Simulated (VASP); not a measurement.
# B: single point with PBE

The system is B, a sheet with vacuum.

```
CELL_PARAMETERS angstrom
1.82312 0.00000 0.00000
0.00000 1.82312 0.00000
0.00000 0.00000 27.12440
ATOMIC_POSITIONS crystal
B 0.50000 0.50000 0.26269
B 0.50000 0.50000 0.32719
```

| Item | Value |
| --- | --- |
| Program | VASP 6.6.1 |
| Task | single point |
| Functional | PBE |
| Potentials or basis | VASP PAW PBE potentials, release 64 (B) |
| Cutoff | 520 eV |
| k mesh | 30 × 30 × 1 |
| Occupations | gaussian, width 0.1 eV |
| Spin | no spin polarisation |
| Dipole correction | yes |
| Further INCAR settings | ALGO = Normal; EDIFF = 1e-06; NBANDS = 10 |

The largest force is 0.011 eV/Å and the band gap on the k mesh is zero (band 3 reaches -0.55 eV, above the bottom of band 4 at -2.63 eV).

Forces in eV/Å, atoms in the order of the input:
```
B    0.000  0.000 -0.011
B    0.000  0.000  0.011
```

Levels at points of the mesh, in eV from the Fermi level:
| k point | band 1 | band 2 | band 3 | band 4 | band 5 | band 6 | band 7 |
| --- | --- | --- | --- | --- | --- | --- | --- |
| (0.00, 0.00, 0.00) | -16.17 | -11.14 | -6.39 | 1.79 | 3.44 | 3.89 | 4.00 |
| (0.50, 0.00, 0.00) | -8.56 | -6.08 | -4.81 | -0.55 | 1.40 | 9.32 | 11.72 |
| (0.50, 0.50, 0.00) | -1.83 | -1.83 | 1.53 | 1.53 | 3.36 | 8.94 | 10.10 |

Wall time 81 s on 1 thread of Intel(R) Xeon(R) Platinum 8488C (Sapphire Rapids), on a shared host, peak memory 0.25 GiB.
